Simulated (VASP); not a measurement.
# Al2Cu (Imm2) in VASP: a series of runs

The runs below take Al2Cu through single point, with PBEsol.

Everything below comes from runs of VASP 6.6.1. Logs are shortened: lines on timing, memory, paths and dates and some standing lists are left out, and cuts for length are marked.

## 1. The cell of the first run

It takes space group Imm2 (No. 44, orthorhombic). The conventional cell has a = 4.049 Å, b = 5.726 Å, c = 4.049 Å, α = 90.00°, β = 90.00°, γ = 90.00°. Al (site symmetry m) has 4 Cu at 2.15 to 2.83 Å and 6 Al at 2.86 Å within 2.9 Å. Cu (site symmetry mm2) has 8 Al at 2.15 to 2.83 Å within 2.9 Å.

## 2. Single point, PBEsol (atoms displaced along a vibrational mode)

Contents of INCAR:

```
ALGO = Fast
EDIFF = 1E-6
ENCUT = 520
GGA = PS
ISIF = 2
ISMEAR = 0
LASPH = True
LCHARG = True
LELF = True
LREAL = False
LVHAR = True
LWAVE = False
NBANDS = 16
NELM = 60
PREC = Accurate
SIGMA = 0.15
```

Contents of KPOINTS:

```
k-points
0
Gamma
  16 16 16
```

Contents of POSCAR:

```
Al2Cu
1.0
   -2.0246315468      2.0246315468      2.8630136658
    2.0246315468     -2.0246315468      2.8630136658
    2.0246315468      2.0246315468     -2.8630136658
Al Cu
2 1
Direct
    0.7500000000      0.3055656659      0.5555656659
    0.2500000000      0.8055656659      0.5555656659
    0.5000000000      0.4528137995     -0.0471862005
```

Potentials or basis: VASP PAW PBE potentials, release 64 (Al, Cu).

Started as:

```sh
cat potpaw_PBE.64/Al/POTCAR potpaw_PBE.64/Cu/POTCAR > POTCAR
mpirun -np 1 vasp_std > vasp.out
```

OUTCAR:

```text
EDIFF = 1E-6
   ENCUT = 520
   GGA = PS
   ISIF = 2
   ISMEAR = 0
   LASPH = True
   LREAL = False
   NELM = 60
   PREC = Accurate

 ion  position               nearest neighbor table
   1  0.750  0.306  0.556-   3 2.15   3 2.51   3 2.51   3 2.83   2 2.86   2 2.86   2 2.86   2 2.86
                             2 2.86   2 2.86
   2  0.250  0.806  0.556-   3 2.15   3 2.51   3 2.51   3 2.83   1 2.86   1 2.86   1 2.86   1 2.86
                             1 2.86   1 2.86
   3  0.500  0.453  0.953-   1 2.15   2 2.15   2 2.51   1 2.51   1 2.51   2 2.51   1 2.83   2 2.83

  LATTYP: Found a body centered tetragonal cell.
 ALAT       =     4.0492630936
 C/A-ratio  =     1.4140912060

  Lattice vectors:

 A1 = (  -2.0246315468,   2.0246315468,   2.8630136658)
 A2 = (   2.0246315468,  -2.0246315468,   2.8630136658)
 A3 = (   2.0246315468,   2.0246315468,  -2.8630136658)

Analysis of symmetry for initial positions (statically):
=====================================================================
 Subroutine PRICEL returns:
 Original cell was already a primitive cell.

 Routine SETGRP: Setting up the symmetry group for a
 body centered tetragonal supercell.

 Subroutine GETGRP returns: Found  4 space group operations
 (whereof  4 operations were pure point group operations)
 out of a pool of 16 trial point group operations.

The static configuration has the point symmetry C_2v.

Analysis of symmetry for dynamics (positions and initial velocities):
=====================================================================
 Subroutine PRICEL returns:
 Original cell was already a primitive cell.

 Routine SETGRP: Setting up the symmetry group for a
 body centered tetragonal supercell.

 Subroutine GETGRP returns: Found  4 space group operations
 (whereof  4 operations were pure point group operations)
 out of a pool of 16 trial point group operations.

The dynamic configuration has the point symmetry C_2v.

 Subroutine INISYM returns: Found  4 space group operations
 (whereof  4 operations are pure point group operations),
 and found     1 'primitive' translations

----------------------------------------------------------------------------------------

                                     Primitive cell

  volume of cell :      46.9435

  direct lattice vectors                    reciprocal lattice vectors
    -2.024631547  2.024631547  2.863013666     0.000000000  0.246958515  0.174641150
     2.024631547 -2.024631547  2.863013666     0.246958515  0.000000000  0.174641150
     2.024631547  2.024631547 -2.863013666     0.246958515  0.246958515  0.000000000

  length of vectors
     4.049087928  4.049087928  4.049087928     0.302469898  0.302469898  0.349252081

  position of ions in fractional coordinates (direct lattice)
     0.750000000  0.305565666  0.555565666
     0.250000000  0.805565666  0.555565666
     0.500000000  0.452813799  0.952813799

  ion indices of the primitive-cell ions
   primitive index   ion index
                 1           1
                 2           2
                 3           3

----------------------------------------------------------------------------------------

 KPOINTS: k-points

Automatic generation of k-mesh.
 Grid dimensions read from file:
 generate k-points for:   16   16   16

 Generating k-lattice:

  Cartesian coordinates                     Fractional coordinates (reciprocal lattice)
     0.000000000  0.015434907  0.010915072     0.062500000  0.000000000  0.000000000
     0.015434907  0.000000000  0.010915072     0.000000000  0.062500000  0.000000000
     0.015434907  0.015434907  0.000000000     0.000000000  0.000000000  0.062500000

  Length of vectors
     0.018904369  0.018904369  0.021828255

  Shift w.r.t. Gamma in fractional coordinates (k-lattice)
     0.000000000  0.000000000  0.000000000

 Subroutine IBZKPT returns following result:
 ===========================================

 Found    621 irreducible k-points:

 Following reciprocal coordinates:
            Coordinates               Weight
  0.000000  0.000000  0.000000      1.000000
  0.062500 -0.000000  0.000000      4.000000
 -0.000000  0.062500  0.000000      4.000000
  0.125000 -0.000000  0.000000      4.000000
 -0.000000  0.125000  0.000000      4.000000
  0.187500  0.000000 -0.000000      4.000000
[... 16 lines left out ...]
  0.250000  0.062500  0.000000      8.000000
 -0.000000  0.312500 -0.062500      8.000000
 [... further k-points ...]
   k-points           NKPTS =    621   k-points in BZ     NKDIM =    621   number of bands    NBANDS=     16
   number of dos      NEDOS =    301   number of ions     NIONS =      3
   total plane-waves  NPLWV =  27000
   dimension x,y,z NGX =    30 NGY =   30 NGZ =   30
   dimension x,y,z NGXF=    60 NGYF=   60 NGZF=   60
   ions per type =               2   1
   NGX,Y,Z   is equivalent  to a cutoff of  12.32, 12.32, 12.32 a.u.
   NGXF,Y,Z  is equivalent  to a cutoff of  24.63, 24.63, 24.63 a.u.
 SYSTEM =  unknown system
   PREC   = accura    normal or accurate (medium, high low for compatibility)
   ISTART =      0    job   : 0-new  1-cont  2-samecut
   ICHARG =      2    charge: 1-file 2-atom 10-const
   ISPIN  =      1    spin polarized calculation?
   LNONCOLLINEAR =      F non collinear calculations
   LSORBIT =      F    spin-orbit coupling
   LASPH  =      T    aspherical Exc in radial PAW
   ENCUT  =  520.0 eV  38.22 Ry    6.18 a.u.   7.53  7.53  7.53*2*pi/ulx,y,z
   NELM   =     60;   NELMIN=  2; NELMDL= -5     # of ELM steps
   EDIFF  = 0.1E-05   stopping-criterion for ELM
   LREAL  =      F    real-space projection
[... 7 lines left out ...]
   TEBEG  =    0.0;   TEEND  =   0.0 temperature during run
   PSTRESS=    0.0 pullay stress
   NELECT =      17.0000    total number of electrons
   NUPDOWN=      -1.0000    fix difference up-down
   EMIN   =  10.00;   EMAX   =-10.00  energy-range for DOS
   EFERMI =   0.00;   METHOD = LEGACY
   ISMEAR =     0;   SIGMA  =   0.15  broadening in eV -4-tet -1-fermi 0-gaus
   EFERMI_NEDOS =   21; number of points for ismear=-14 and -15
   IALGO  =     68    algorithm
   IMIX   =      4    mixing-type and parameters
     AMIX     =   0.40;   BMIX     =  1.00
     AMIX_MAG =   1.60;   BMIX_MAG =  1.00
  volume/ion in A,a.u.               =      15.65       105.60
  Fermi-wavevector in a.u.,A,eV,Ry     =   1.166897  2.205116 18.526366  1.361650
  Thomas-Fermi vector in A             =   2.303405
   LORBIT       =      0    0 simple, 1 ext, 2 COOP (PROOUT), +10 PAW based schemes
   GGA     = PS    functional components
   LHFCALC =     F    Hartree Fock is set to
   AEXX    =    0.0000 exact exchange contribution
   IVDW    =     0    specifies the selected vdW correction
   LEPSILON=     F    determine dielectric tensor
   LRPA    =     F    only Hartree local field effects (RPA)
 non-spin polarized calculation
 RMM-DIIS sequential band-by-band and
 Gauss-broadening in eV      SIGMA  =   0.15
  energy-cutoff  :      520.00
  volume of cell :       46.94
 maximum number of plane-waves:      1295
   NGX = 15   NGY = 15   NGZ = 15

 number of electron      17.0000003 magnetization

 Free energy of the ion-electron system (eV)
  ---------------------------------------------------
  ext. energy  EPLUGINS =         0.00000000
  ---------------------------------------------------
  free energy    TOTEN  =       -12.28793269 eV

  energy without entropy =      -12.27873728  energy(sigma->0) =      -12.28333498

 E-fermi :   7.1220     XC(G=0): -10.6157

 val. band max:        7.1151136071   @ k =  -0.1875   0.1875   0.0000
 cond. band min:       7.1305486176   @ k =   0.2500   0.1875   0.0625
 fundamental gap:      0.0154350105
 Fermi energy:         7.1219954302

 k-point     1 :       0.0000    0.0000    0.0000
  band No.  band energies     occupation
      1      -3.2041      2.00000
      2       2.1977      2.00000
      3       2.3410      2.00000
      4       2.3698      2.00000
      5       2.7834      2.00000
      6       2.8645      2.00000
[... 8 lines left out ...]
     15      14.0201      0.00000
     16      14.1155      0.00000

 k-point     2 :       0.0625   -0.0000    0.0000
  band No.  band energies     occupation
      1      -3.1513      2.00000
      2       2.2038      2.00000
      3       2.3306      2.00000
      4       2.3711      2.00000
      5       2.7820      2.00000
      6       2.8623      2.00000
[... 8 lines left out ...]
     15      13.4657      0.00000
     16      14.2026      0.00000

 k-point     3 :      -0.0000    0.0625    0.0000
  band No.  band energies     occupation
      1      -3.1512      2.00000
      2       2.1894      2.00000
      3       2.3490      2.00000
      4       2.3714      2.00000
      5       2.7797      2.00000
      6       2.8621      2.00000
[... 8 lines left out ...]
     15      13.4106      0.00000
     16      14.0960      0.00000

 k-point     4 :       0.1250   -0.0000    0.0000
  band No.  band energies     occupation
      1      -2.9936      2.00000
      2       2.2157      2.00000
      3       2.2927      2.00000
      4       2.3841      2.00000
      5       2.7800      2.00000
      6       2.8569      2.00000
[... 8 lines left out ...]
     15      13.0607      0.00000
     16      13.9110      0.00000
[... 324 lines left out ...]
 k-point    22 :       0.0000    0.2500   -0.0625
  band No.  band energies     occupation
      1      -2.5745      2.00000
      2       2.0708      2.00000
      3       2.3856      2.00000
      4       2.4250      2.00000
      5       2.7405      2.00000
      6       2.8653      2.00000
[... 8 lines left out ...]
     15      13.7185      0.00000
     16      14.9382      0.00000

 k-point    23 :       0.2500    0.0625    0.0000
  band No.  band energies     occupation
      1      -2.1825      2.00000
      2       1.9856      2.00000
      3       2.3181      2.00000
      4       2.4328      2.00000
      5       2.7746      2.00000
      6       2.8643      2.00000
[... 8 lines left out ...]
     15      13.9353      0.00000
     16      15.8504      0.00000

 k-point    24 :      -0.0000    0.3125   -0.0625
  band No.  band energies     occupation
      1      -2.1796      2.00000
      2       1.9351      2.00000
      3       2.4158      2.00000
      4       2.4539      2.00000
      5       2.7337      2.00000
      6       2.8747      2.00000
[... 8 lines left out ...]
     15      13.8902      0.00000
     16      15.8422      0.00000

 [... further k-points ...]
[... 5 lines left out ...]
  --------------------------------------------------------------------------------------
  -------------------------------------------------------------------------------------
  Total        3.4171490     -0.3487776      2.9411516      0.0000000      0.0000000      0.0000000
  in kB      116.6269958    -11.9037474    100.3812451      0.0000000      0.0000000      0.0000000
  external PRESSURE =      68.3681645 kB  Pullay stress =       0.0000000 kB

 VOLUME and BASIS-vectors are now :
 -----------------------------------------------------------------------------
  energy-cutoff  :      520.00
  volume of cell :       46.94
      direct lattice vectors                 reciprocal lattice vectors
    -2.024631547  2.024631547  2.863013666     0.000000000  0.246958515  0.174641150
     2.024631547 -2.024631547  2.863013666     0.246958515  0.000000000  0.174641150
     2.024631547  2.024631547 -2.863013666     0.246958515  0.246958515  0.000000000

 POSITION                                       TOTAL-FORCE (eV/Angst)
 -----------------------------------------------------------------------------------
      0.22500      2.02463      1.43151        -1.930820      0.000000      1.178976
      2.24963     -0.00000      1.43151        -1.930820      0.000000     -1.178976
      1.83356      2.02463      0.00000         3.861641     -0.000000      0.000000
 -----------------------------------------------------------------------------------
    total drift:                               -0.002149     -0.000004     -0.000002

  FREE ENERGIE OF THE ION-ELECTRON SYSTEM (eV)
  ---------------------------------------------------
  free  energy   TOTEN  =       -12.2879326864 eV

  energy  without entropy=      -12.2787372751  energy(sigma->0) =      -12.28333498
```

It took 13 min on 1 thread of Intel Xeon 8259CL, shared host; peak memory 0.54 GiB.

Results:

| Property | Result |
| --- | --- |
| Free energy | -12.2879 eV |
| Pressure | 6.8 GPa |
| Largest force | 3.862 eV/Å |
| Band gap on the k mesh | zero (an odd number of electrons rules out a gap without spin polarisation) |

Forces in eV/Å, atoms in the order of the input:
```
Al  -1.931  0.000  1.179
Al  -1.931  0.000 -1.179
Cu   3.862  0.000  0.000
```

Caveat: the cell differs from its parent crystal (atoms displaced along a vibrational mode); the stress differs along the axes, from -1 to 12 GPa; the PAW data sets were made with another functional, which shifts forces and pressure a little.

## 3. Single point, PBEsol (atoms displaced along a vibrational mode)

Contents of INCAR:

```
SYSTEM = Al2Cu
PREC     = Accurate       ! precision mode
ENCUT    = 520            ! plane-wave cutoff, eV
EDIFF    = 1E-6           ! SCF threshold, eV
ISMEAR   = 0              ! smearing method
SIGMA    = 0.15           ! smearing width, eV
LREAL    = .FALSE.        ! projectors in reciprocal space
LASPH    = .TRUE.         ! aspherical terms in the spheres
NELM     = 100            ! most SCF steps
ALGO     = Fast           ! electronic algorithm
ISIF     = 2              ! what is computed and relaxed
LWAVE    = .FALSE.        ! write WAVECAR
LCHARG   = .TRUE.         ! write CHGCAR
GGA      = PS             ! functional
LELF     = .TRUE.         ! ELF
LVHAR    = .TRUE.       
NBANDS   = 16             ! bands
```

Contents of KPOINTS:

```
Automatic mesh
0
G
  16 16 16
  0 0 0
```

Contents of POSCAR:

```
Al2Cu
1.0
   -2.0246315468      2.0246315468      2.8630136658
    2.0246315468     -2.0246315468      2.8630136658
    2.0246315468      2.0246315468     -2.8630136658
Al Cu
2 1
Direct
    0.7500000000      0.2963047215      0.5463047215
    0.2500000000      0.7963047215      0.5463047215
    0.5000000000      0.4606781662     -0.0393218338
```

Potentials or basis: VASP PAW PBE potentials, release 64 (Al, Cu).

Started as:

```sh
cat potpaw_PBE.64/Al/POTCAR potpaw_PBE.64/Cu/POTCAR > POTCAR
mpirun -np 1 vasp_std > vasp.out
```

OUTCAR:

```text
SYSTEM = Al2Cu
   PREC = Accurate
   ENCUT = 520
   EDIFF = 1E-6
   ISMEAR = 0
   LREAL = .FALSE.
   LASPH = .TRUE.
   NELM = 100
   ISIF = 2
   GGA = PS

 ion  position               nearest neighbor table
   1  0.750  0.296  0.546-   3 2.21   3 2.50   3 2.50   3 2.77   2 2.86   2 2.86   2 2.86   2 2.86
                             2 2.86   2 2.86
   2  0.250  0.796  0.546-   3 2.21   3 2.50   3 2.50   3 2.77   1 2.86   1 2.86   1 2.86   1 2.86
                             1 2.86   1 2.86
   3  0.500  0.461  0.961-   2 2.21   1 2.21   2 2.50   1 2.50   1 2.50   2 2.50   2 2.77   1 2.77

  LATTYP: Found a body centered tetragonal cell.
 ALAT       =     4.0492630936
 C/A-ratio  =     1.4140912060

  Lattice vectors:

 A1 = (  -2.0246315468,   2.0246315468,   2.8630136658)
 A2 = (   2.0246315468,  -2.0246315468,   2.8630136658)
 A3 = (   2.0246315468,   2.0246315468,  -2.8630136658)

Analysis of symmetry for initial positions (statically):
=====================================================================
 Subroutine PRICEL returns:
 Original cell was already a primitive cell.

 Routine SETGRP: Setting up the symmetry group for a
[... 167 lines left out ...]
  free energy    TOTEN  =       -12.52677533 eV

  energy without entropy =      -12.51757256  energy(sigma->0) =      -12.52217394

 E-fermi :   7.1161     XC(G=0): -10.6216

 val. band max:        7.1155621070   @ k =   0.5000   0.1250   0.0000
 cond. band min:       7.1164922472   @ k =  -0.2500   0.3125  -0.3125
 fundamental gap:      0.0009301402
 Fermi energy:         7.1160890835

 k-point     1 :       0.0000    0.0000    0.0000
  band No.  band energies     occupation
      1      -3.2041      2.00000
      2       2.2797      2.00000
      3       2.3837      2.00000
      4       2.4016      2.00000
      5       2.8630      2.00000
      6       2.9171      2.00000
[... 433 lines left out ...]
      3       2.4626      2.00000
      4       2.4967      2.00000
      5       2.8196      2.00000
      6       2.9301      2.00000
[... 8 lines left out ...]
     15      13.8725      0.00000
     16      15.8292      0.00000

 [... further k-points ...]
[... 5 lines left out ...]
  --------------------------------------------------------------------------------------
  -------------------------------------------------------------------------------------
  Total        2.5050341     -0.1652441      2.0593308      0.0000000      0.0000000      0.0000000
  in kB       85.4965929     -5.6397677     70.2847793      0.0000000      0.0000000      0.0000000
  external PRESSURE =      50.0472015 kB  Pullay stress =       0.0000000 kB

 VOLUME and BASIS-vectors are now :
 -----------------------------------------------------------------------------
  energy-cutoff  :      520.00
  volume of cell :       46.94
      direct lattice vectors                 reciprocal lattice vectors
    -2.024631547  2.024631547  2.863013666     0.000000000  0.246958515  0.174641150
     2.024631547 -2.024631547  2.863013666     0.246958515  0.000000000  0.174641150
     2.024631547  2.024631547 -2.863013666     0.246958515  0.246958515  0.000000000

 POSITION                                       TOTAL-FORCE (eV/Angst)
 -----------------------------------------------------------------------------------
      0.18750      2.02463      1.43151        -1.521109      0.000000      0.796963
      2.21213      0.00000      1.43151        -1.521109      0.000000     -0.796963
      1.86541      2.02463      0.00000         3.042219     -0.000000      0.000000
 -----------------------------------------------------------------------------------
    total drift:                               -0.002477     -0.000005     -0.000009

  FREE ENERGIE OF THE ION-ELECTRON SYSTEM (eV)
  ---------------------------------------------------
  free  energy   TOTEN  =       -12.5267753271 eV

  energy  without entropy=      -12.5175725626  energy(sigma->0) =      -12.52217394
```

Run time: 14 min. Hardware: 1 thread of Intel Xeon 8259CL, shared host; peak memory 0.54 GiB.

Results:

* Free energy: -12.5268 eV
* Pressure: 5.0 GPa
* Largest force: 3.042 eV/Å
* Band gap on the k mesh: zero (an odd number of electrons rules out a gap without spin polarisation)

Forces in eV/Å, atoms in the order of the input:
```
Al  -1.521  0.000  0.797
Al  -1.521  0.000 -0.797
Cu   3.042  0.000  0.000
```

Stress tensor (GPa, compression positive):
```
 8.55  0.00  0.00
 0.00 -0.56  0.00
 0.00  0.00  7.03
```

Caveat: the cell differs from its parent crystal (atoms displaced along a vibrational mode); the stress differs along the axes, from -1 to 9 GPa; the PAW data sets were made with another functional, which shifts forces and pressure a little.
